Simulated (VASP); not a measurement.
# Si16C16O (a cell with a defect) in VASP: a series of runs

Si16C16O (a cell with a defect) is run at these levels: PBE; tasks: single point.

Everything below comes from runs of VASP 6.6.1. Logs are shortened: lines on timing, memory, paths and dates and some standing lists are left out, and cuts for length are marked.

**1. The cell of the first run**

The cell holds a defect, 33 atoms: a = 7.586 Å, b = 7.586 Å, c = 7.586 Å, α = 109.47°, β = 109.47°, γ = 109.47°.

**2. Single point, PBE**

The input, INCAR:

```
SYSTEM = Si16C16O
  PREC = Accurate
  ENCUT = 520
  EDIFF = 1E-6
  ISMEAR = -1
  SIGMA = 0.01
  LREAL = Auto
  LASPH = .True.
  NELM = 120
  ALGO = Normal
  ISIF = 2
  LWAVE = .False.
  LCHARG = .False.
  GGA = PE
  NBANDS = 89
  NELECT = 136.0
  GGA_COMPAT = .False.
```

The input, KPOINTS:

```
regular mesh
0
Gamma
  1 1 1
  0 0 0
```

The input, POSCAR:

```
Si16C16O
1.0
   -4.3797050000      4.3797050000     -4.3797050000
    4.3797050000      4.3797050000      4.3797050000
    4.3797050000     -4.3797050000     -4.3797050000
Si C O
16 16 1
Direct
   -0.0002987862     -0.0038501728      0.7476514131
   -0.0003075785      0.2477107436      0.4961213702
   -0.0002954930      0.4998091846      0.2372292196
   -0.0003176469      0.7372492835     -0.0002218043
    0.2512382254      0.0034748628      0.5034296575
    0.2518341113      0.2482698623      0.2518999857
    0.2371660179      0.4998298798     -0.0002101573
    0.2518285496      0.7519437697      0.7482530605
    0.5033627728      0.0034872501      0.2513226236
    0.4960403266      0.2476907320     -0.0002127869
    0.4960228579      0.4998023291      0.7476525002
    0.5033485980      0.7513653368      0.5034457622
    0.7475937549     -0.0038488482     -0.0002119424
    0.7622639137      0.2623599153      0.7623415926
    0.7475943128      0.4998273486      0.4961319692
    0.7481491352      0.7519370414      0.2519093540
   -0.0002887092     -0.0006985971     -0.0002255653
   -0.0002899751      0.2342044553      0.7341787186
   -0.0002886795      0.4998428234      0.4993068240
   -0.0003190858      0.7654083537      0.2653827852
    0.2497107798     -0.0001813695      0.7497794426
    0.2496772727      0.2498014056      0.4997588615
    0.2653096512      0.4998055069      0.2653928220
    0.2653064704      0.7654407213     -0.0002090022
    0.5001897803      0.0003190553      0.5002735894
    0.4997197950      0.2498294812      0.2497854103
    0.4991888660      0.4998130228     -0.0002212045
    0.4997070326      0.7498198446      0.7497890770
    0.7497109081     -0.0001729816      0.2497897210
    0.7341017762      0.2342021448     -0.0002240693
    0.7340798114      0.4997979829      0.7341755127
    0.7496951151      0.7498245607      0.4997919290
   -0.0002734496      0.4998232202     -0.0002185341
```

Potentials or basis: VASP PAW PBE potentials, release 64 (Si, C, O).

On the command line:

```bash
> cat potpaw_PBE.64/Si/POTCAR potpaw_PBE.64/C/POTCAR potpaw_PBE.64/O/POTCAR > POTCAR
> mpirun -np 1 vasp_gam > vasp.out
```

OUTCAR:

```text
SYSTEM = Si16C16O
   PREC = Accurate
   ENCUT = 520
   EDIFF = 1E-6
   ISMEAR = -1
   LREAL = Auto
   LASPH = .True.
   NELM = 120
   ISIF = 2
   GGA = PE
   NELECT = 136.0

 ion  position               nearest neighbor table
   1  1.000  0.996  0.748-  18 1.84  32 1.88  21 1.88  17 1.90  16 3.07   5 3.07  15 3.07   8 3.07
                            10 3.07  12 3.07   2 3.12  14 3.12   7 3.12  13 3.12   6 3.12
   2  1.000  0.248  0.496-  18 1.84  29 1.88  22 1.88  19 1.90  16 3.07   5 3.07   9 3.07  11 3.07
                            13 3.07   6 3.07   1 3.12  14 3.12   7 3.12  15 3.12   8 3.12
   3  1.000  0.500  0.237-  33 1.80  23 1.95  30 1.95  20 1.95  19 1.99  14 2.94   4 2.94   7 2.94
                            12 3.12  13 3.12  10 3.12   5 3.12   6 3.12  16 3.12
   4  1.000  0.737  1.000-  33 1.80  31 1.95  20 1.95  24 1.95  17 1.99  14 2.94   3 2.94   7 2.94
                            15 3.12   5 3.12  11 3.12  16 3.12   8 3.12   9 3.12
   5  0.251  0.003  0.503-  20 1.84  22 1.88  21 1.88  25 1.90   1 3.07   2 3.07   6 3.07  11 3.07
                             8 3.07  10 3.07  16 3.12   4 3.12   3 3.12  12 3.12   9 3.12
   6  0.252  0.248  0.252-  23 1.84  22 1.88  26 1.88  17 1.90  11 3.07  15 3.07   9 3.07  10 3.07
                             5 3.07   2 3.07  12 3.12   3 3.12   7 3.12  13 3.12   1 3.12
   7  0.237  0.500  1.000-  33 1.80  24 1.95  23 1.95  18 1.95  27 1.99   3 2.94  14 2.94   4 2.94
                             8 3.12  12 3.12   9 3.12   2 3.12   6 3.12   1 3.12
   8  0.252  0.752  0.748-  24 1.84  21 1.88  28 1.88  19 1.90  10 3.07  13 3.07  12 3.07   1 3.07
                            11 3.07   5 3.07   9 3.12   7 3.12   4 3.12   2 3.12  15 3.12
   9  0.503  0.003  0.251-  24 1.84  26 1.88  29 1.88  25 1.90  10 3.07  13 3.07   6 3.07   2 3.07
[... 18 lines left out ...]
  20  1.000  0.765  0.265-  16 1.84   5 1.84   4 1.95   3 1.95
  21  0.250  1.000  0.750-  10 1.88   8 1.88   1 1.88   5 1.88
  22  0.250  0.250  0.500-   6 1.88   5 1.88   2 1.88  11 1.88
[... 9 lines left out ...]
  32  0.750  0.750  0.500-   1 1.88  16 1.88  15 1.88  12 1.88
  33  1.000  0.500  1.000-   7 1.80   4 1.80  14 1.80   3 1.80

  LATTYP: Found a body centered cubic cell.
 ALAT       =     8.7594100000

  Lattice vectors:

 A1 = (  -4.3797050000,   4.3797050000,  -4.3797050000)
 A2 = (   4.3797050000,   4.3797050000,   4.3797050000)
 A3 = (   4.3797050000,  -4.3797050000,  -4.3797050000)

Analysis of symmetry for initial positions (statically):
=====================================================================
 Subroutine PRICEL returns:
 Original cell was already a primitive cell.

 Routine SETGRP: Setting up the symmetry group for a
 body centered cubic supercell.

 Subroutine GETGRP returns: Found  1 space group operations
 (whereof  1 operations were pure point group operations)
 out of a pool of 48 trial point group operations.

The static configuration has the point symmetry C_1 .

Analysis of symmetry for dynamics (positions and initial velocities):
=====================================================================
 Subroutine PRICEL returns:
 Original cell was already a primitive cell.

 Routine SETGRP: Setting up the symmetry group for a
 body centered cubic supercell.

 Subroutine GETGRP returns: Found  1 space group operations
 (whereof  1 operations were pure point group operations)
 out of a pool of 48 trial point group operations.

The dynamic configuration has the point symmetry C_1 .

 Subroutine INISYM returns: Found  1 space group operations
 (whereof  1 operations are pure point group operations),
 and found     1 'primitive' translations

----------------------------------------------------------------------------------------

                                     Primitive cell

  volume of cell :     336.0428

  direct lattice vectors                    reciprocal lattice vectors
    -4.379705000  4.379705000 -4.379705000     0.000000000  0.114162940 -0.114162940
     4.379705000  4.379705000  4.379705000     0.114162940  0.114162940  0.000000000
     4.379705000 -4.379705000 -4.379705000     0.114162940  0.000000000 -0.114162940

  length of vectors
     7.585871582  7.585871582  7.585871582     0.161450778  0.161450778  0.161450778

  position of ions in fractional coordinates (direct lattice)
     0.999701214  0.996149827  0.747651413
     0.999692422  0.247710744  0.496121370
     0.999704507  0.499809185  0.237229220
     0.999682353  0.737249283  0.999778196
     0.251238225  0.003474863  0.503429657
     0.251834111  0.248269862  0.251899986
[... 25 lines left out ...]
     0.749695115  0.749824561  0.499791929
     0.999726550  0.499823220  0.999781466

  ion indices of the primitive-cell ions
   primitive index   ion index
                 1           1
                 2           2
                 3           3
                 4           4
                 5           5
                 6           6
[... 25 lines left out ...]
                32          32
                33          33

----------------------------------------------------------------------------------------

 KPOINTS: regular mesh

Automatic generation of k-mesh.
 Grid dimensions read from file:
 generate k-points for:    1    1    1

 Generating k-lattice:

  Cartesian coordinates                     Fractional coordinates (reciprocal lattice)
     0.000000000  0.114162940 -0.114162940     1.000000000  0.000000000  0.000000000
     0.114162940  0.114162940  0.000000000     0.000000000  1.000000000  0.000000000
     0.114162940  0.000000000 -0.114162940     0.000000000  0.000000000  1.000000000

  Length of vectors
     0.161450778  0.161450778  0.161450778

  Shift w.r.t. Gamma in fractional coordinates (k-lattice)
     0.000000000  0.000000000  0.000000000

 Subroutine IBZKPT returns following result:
 ===========================================

 Found      1 irreducible k-points:

 Following reciprocal coordinates:
            Coordinates               Weight
  0.000000  0.000000  0.000000      1.000000
   k-points           NKPTS =      1   k-points in BZ     NKDIM =      1   number of bands    NBANDS=     89
   number of dos      NEDOS =    301   number of ions     NIONS =     33
   total plane-waves  NPLWV = 175616
   dimension x,y,z NGX =    56 NGY =   56 NGZ =   56
   dimension x,y,z NGXF=   112 NGYF=  112 NGZF=  112
   ions per type =              16  16   1
   NGX,Y,Z   is equivalent  to a cutoff of  12.27, 12.27, 12.27 a.u.
   NGXF,Y,Z  is equivalent  to a cutoff of  24.55, 24.55, 24.55 a.u.
 SYSTEM =  Si16C16O
   PREC   = accura    normal or accurate (medium, high low for compatibility)
   ISTART =      0    job   : 0-new  1-cont  2-samecut
   ICHARG =      2    charge: 1-file 2-atom 10-const
   ISPIN  =      1    spin polarized calculation?
   LNONCOLLINEAR =      F non collinear calculations
   LSORBIT =      F    spin-orbit coupling
   LASPH  =      T    aspherical Exc in radial PAW
   ENCUT  =  520.0 eV  38.22 Ry    6.18 a.u.  14.10 14.10 14.10*2*pi/ulx,y,z
   NELM   =    120;   NELMIN=  2; NELMDL= -5     # of ELM steps
   EDIFF  = 0.1E-05   stopping-criterion for ELM
   LREAL  =      T    real-space projection
   EDIFFG = 0.1E-04   stopping-criterion for IOM
   NSW    =      0    number of steps for IOM
   IBRION =     -1    ionic relax: 0-MD 1-quasi-New 2-CG
   NFREE  =      0    steps in history (QN), initial steepest desc. (CG)
   ISIF   =      2    stress and relaxation
   ISYM   =      2    0-nonsym 1-usesym 2-fastsym
   POTIM  = 0.5000    time-step for ionic-motion
   TEBEG  =    0.0;   TEEND  =   0.0 temperature during run
   PSTRESS=    0.0 pullay stress
   NELECT =     136.0000    total number of electrons
   NUPDOWN=      -1.0000    fix difference up-down
   EMIN   =  10.00;   EMAX   =-10.00  energy-range for DOS
   EFERMI =   0.00;   METHOD = LEGACY
   ISMEAR =    -1;   SIGMA  =   0.01  broadening in eV -4-tet -1-fermi 0-gaus
   EFERMI_NEDOS =   21; number of points for ismear=-14 and -15
   IALGO  =     38    algorithm
   IMIX   =      4    mixing-type and parameters
     AMIX     =   0.40;   BMIX     =  1.00
     AMIX_MAG =   1.60;   BMIX_MAG =  1.00
  volume/ion in A,a.u.               =      10.18        68.72
  Fermi-wavevector in a.u.,A,eV,Ry     =   1.210941  2.288346 19.951282  1.466378
  Thomas-Fermi vector in A             =   2.346472
   LORBIT       =      0    0 simple, 1 ext, 2 COOP (PROOUT), +10 PAW based schemes
   GGA     = PE    functional components
   LHFCALC =     F    Hartree Fock is set to
   AEXX    =    0.0000 exact exchange contribution
   IVDW    =     0    specifies the selected vdW correction
   LEPSILON=     F    determine dielectric tensor
   LRPA    =     F    only Hartree local field effects (RPA)
 non-spin polarized calculation
  energy-cutoff  :      520.00
  volume of cell :      336.04
 maximum number of plane-waves:      4475
   NGX = 29   NGY = 29   NGZ = 29

 number of electron     135.9999989 magnetization

 Free energy of the ion-electron system (eV)
  ---------------------------------------------------
  ext. energy  EPLUGINS =         0.00000000
  ---------------------------------------------------
  free energy    TOTEN  =      -221.92186805 eV

  energy without entropy =     -221.92186805  energy(sigma->0) =     -221.92186805

 E-fermi :   8.6698     XC(G=0): -11.4370

 val. band max:        8.3675095891   @ k =   0.0000   0.0000   0.0000
 cond. band min:       9.4984673647   @ k =   0.0000   0.0000   0.0000
 fundamental gap:      1.1309577756
 Fermi energy:         8.6697812559

 k-point     1 :       0.0000    0.0000    0.0000
  band No.  band energies     occupation
      1     -12.6329      2.00000
      2      -6.9870      2.00000
      3      -4.3820      2.00000
      4      -4.3818      2.00000
      5      -4.3814      2.00000
      6      -4.3813      2.00000
[... 72 lines left out ...]
     79      13.5925      0.00000
     80      13.6420      0.00000
 [bands above 80 left out]

------------------------ aborting loop because EDIFF is reached ----------------------------------------

  FORCE on cell =-STRESS in cart. coord.  units (eV):
  Direction    XX          YY          ZZ          XY          YZ          ZX
  --------------------------------------------------------------------------------------
  -------------------------------------------------------------------------------------
  Total       38.9258973     38.9283517     38.9273256      0.0010834     -0.0052761     -0.0003499
  in kB      185.5900317    185.6017339    185.5968416      0.0051653     -0.0251554     -0.0016681
  external PRESSURE =     185.5962024 kB  Pullay stress =       0.0000000 kB

 VOLUME and BASIS-vectors are now :
 -----------------------------------------------------------------------------
  energy-cutoff  :      520.00
  volume of cell :      336.04
      direct lattice vectors                 reciprocal lattice vectors
    -4.379705000  4.379705000 -4.379705000     0.000000000  0.114162940 -0.114162940
     4.379705000  4.379705000  4.379705000     0.114162940  0.114162940  0.000000000
     4.379705000 -4.379705000 -4.379705000     0.114162940  0.000000000 -0.114162940

 POSITION                                       TOTAL-FORCE (eV/Angst)
 -----------------------------------------------------------------------------------
      3.25894      5.46675     -3.29005        -0.001422      0.006047      0.002986
     -1.12059      3.29039     -5.46632        -0.002880     -0.005300     -0.008512
     -1.15040      5.52843     -3.22839         0.006387     -0.004509     -0.005938
      3.22935      3.22851     -5.52811         0.005816      0.007746      0.004123
      1.11974     -1.08931     -3.29000         0.002962     -0.006279      0.004562
      1.08764      1.08706     -1.11886         0.006141      0.005470     -0.001724
[... 25 lines left out ...]
      2.18951      4.37851     -2.18837        -0.001213     -0.002635      0.003314
      2.18932      2.18884     -6.56818         0.001777     -0.000002     -0.002018
 -----------------------------------------------------------------------------------
    total drift:                               -0.007012     -0.008337      0.012487

  FREE ENERGIE OF THE ION-ELECTRON SYSTEM (eV)
  ---------------------------------------------------
  free  energy   TOTEN  =      -221.9218680527 eV

  energy  without entropy=     -221.9218680527  energy(sigma->0) =     -221.92186805
```

It took 79 s on 1 thread of Intel Xeon Platinum 8488C (Sapphire Rapids), shared host; peak memory 0.4 GiB.

Results:

* Free energy: -221.9219 eV
* Largest force: 0.011 eV/Å

Forces on the atoms (eV/Å):
```
Si  -0.001  0.006  0.003
Si  -0.003 -0.005 -0.009
Si   0.006 -0.005 -0.006
Si   0.006  0.008  0.004
Si   0.003 -0.006  0.005
Si   0.006  0.005 -0.002
Si  -0.006  0.005 -0.006
Si   0.006  0.003 -0.006
Si  -0.005  0.002  0.004
Si  -0.006  0.000 -0.005
Si  -0.005  0.006  0.002
Si  -0.006 -0.005 -0.004
Si   0.005 -0.001  0.005
Si  -0.006 -0.005  0.007
Si   0.007 -0.006  0.002
Si   0.002  0.007 -0.006
C    0.005  0.003  0.007
C   -0.009  0.002  0.000
C    0.002 -0.006 -0.003
C    0.008  0.001 -0.002
C   -0.001 -0.002  0.003
C    0.000 -0.001  0.002
C    0.002  0.001 -0.009
C    0.000  0.009 -0.001
C   -0.005 -0.005  0.005
C    0.000 -0.002  0.002
C   -0.005  0.004 -0.004
C   -0.001 -0.003  0.002
C    0.000 -0.003  0.004
C    0.001 -0.007 -0.001
C   -0.001  0.001  0.006
C   -0.001 -0.003  0.003
O    0.002  0.000 -0.002
```

Caveat: the k points lie up to 1.01 Å⁻¹ apart; the cell carries a net charge on a neutralising background, which shifts energy and pressure; the cell is charged against a uniform background, so pressure and absolute levels hang on convention.

**3. Single point, PBE**

The input, INCAR:

```
SYSTEM = Si16C16O
PREC = Accurate ; ENCUT = 520
EDIFF = 1E-6 ; ISMEAR = -1
SIGMA = 0.01 ; LREAL = Auto
LASPH = .TRUE. ; NELM = 120
ALGO = Normal ; ISIF = 2
LWAVE = .FALSE. ; LCHARG = .FALSE.
GGA = PE ; NBANDS = 89
NELECT = 136.0 ; GGA_COMPAT = .FALSE.
```

The input, KPOINTS:

```
regular mesh
0
G
  1 1 1
  0 0 0
```

The input, POSCAR:

```
Si16C16O
1.0
   -4.3797050000      4.3797050000     -4.3797050000
    4.3797050000      4.3797050000      4.3797050000
    4.3797050000     -4.3797050000     -4.3797050000
Si C O
16 16 1
Direct
   -0.0000960102     -0.0030119160      0.7463258112
   -0.0001040403      0.2490880179      0.4874418238
   -0.0001131746      0.4865319929      0.2500135853
   -0.0000943783      0.7454607220     -0.0021366189
    0.2520503360     -0.0024477650      0.5021363931
    0.2373230990      0.2490987344      0.2499998155
    0.2520517450      0.5012652812     -0.0015053943
    0.2514188290      0.7527738441      0.7536616436
    0.4962561499     -0.0030293091      0.2500195441
    0.4962213063      0.2490886633     -0.0021197612
    0.5035559392      0.5006151070      0.7536700758
    0.5035790958      0.7527628171      0.5015488653
    0.7624641754      0.0116721635      0.0125683640
    0.7477550027      0.2491188480      0.7463480402
    0.7483789535      0.5012513946      0.5021400468
    0.7477556223      0.7454107258      0.2499894847
   -0.0001050123     -0.0164761112     -0.0156103839
   -0.0000987941      0.2491229658      0.7496179028
   -0.0001075835      0.5146943615      0.5156131288
   -0.0000973694      0.7487024667      0.2500046361
    0.2499000835     -0.0008973548      0.7500024664
    0.2655056847      0.2490752039      0.5155975795
    0.2654998048      0.5147114793      0.2500110099
    0.2499078983      0.7491294869      0.0000076184
    0.4999269219     -0.0009050946      0.5000128504
    0.4994975391      0.2491048340      0.2500183783
    0.4998931689      0.4990828935     -0.0000052042
    0.5002859864      0.7494883690      0.7504022331
    0.7342874524     -0.0165287681      0.2499861887
    0.7342886327      0.2491105501     -0.0155897054
    0.7499004209      0.4991217592      0.7500093949
    0.7499085182      0.7491135972      0.4999996725
   -0.0001052096      0.2491064829      0.2500257767
```

Potentials or basis: VASP PAW PBE potentials, release 64 (Si, C, O).

On the command line:

```bash
> cat potpaw_PBE.64/Si/POTCAR potpaw_PBE.64/C/POTCAR potpaw_PBE.64/O/POTCAR > POTCAR
> mpirun -np 1 vasp_gam > vasp.out
```

Wall time 73 s (1 thread of Intel Xeon Platinum 8488C (Sapphire Rapids), shared host); peak memory 0.39 GiB.

Results (log left out):

- Free energy: -221.9221 eV
- Largest force: 0.019 eV/Å

Forces in eV/Å, atoms in the order of the input:
```
Si   0.004 -0.005 -0.004
Si   0.013 -0.009 -0.010
Si   0.010  0.013  0.011
Si   0.003  0.004  0.005
Si   0.007  0.006  0.003
Si  -0.009  0.013 -0.010
Si   0.007 -0.002 -0.002
Si  -0.001 -0.005  0.006
Si  -0.003  0.003 -0.001
Si  -0.004  0.009  0.000
Si  -0.004 -0.002  0.005
Si  -0.004 -0.001  0.009
Si  -0.010 -0.010  0.013
Si   0.006 -0.003 -0.002
Si   0.001  0.006 -0.004
Si   0.007  0.004  0.006
C   -0.009  0.002  0.002
C   -0.006 -0.002 -0.001
C    0.015  0.005  0.003
C   -0.007 -0.007 -0.006
C   -0.005 -0.005 -0.004
C    0.005  0.004 -0.007
C    0.004  0.014  0.004
C   -0.005 -0.006 -0.006
C   -0.004 -0.006 -0.004
C   -0.002 -0.008 -0.002
C   -0.003 -0.006 -0.005
C   -0.001 -0.003 -0.007
C    0.002 -0.001  0.000
C    0.003  0.004  0.014
C   -0.005 -0.005 -0.005
C   -0.005 -0.006 -0.006
O    0.002  0.004  0.003
```

Levels at points of the mesh, in eV from the Fermi level:
| k point | band 64 | band 65 | band 66 | band 67 | band 68 | band 69 | band 70 | band 71 | band 72 | band 73 |
| --- | --- | --- | --- | --- | --- | --- | --- | --- | --- | --- |
| (0.00, 0.00, 0.00) | -0.64 | -0.64 | -0.31 | -0.31 | -0.31 | 0.82 | 0.82 | 2.18 | 3.45 | 3.45 |

Caveat: the k points lie up to 1.01 Å⁻¹ apart; the cell carries a net charge on a neutralising background, which shifts energy and pressure; the cell is charged against a uniform background, so pressure and absolute levels hang on convention.

(Part 1 of 2 ends here.)
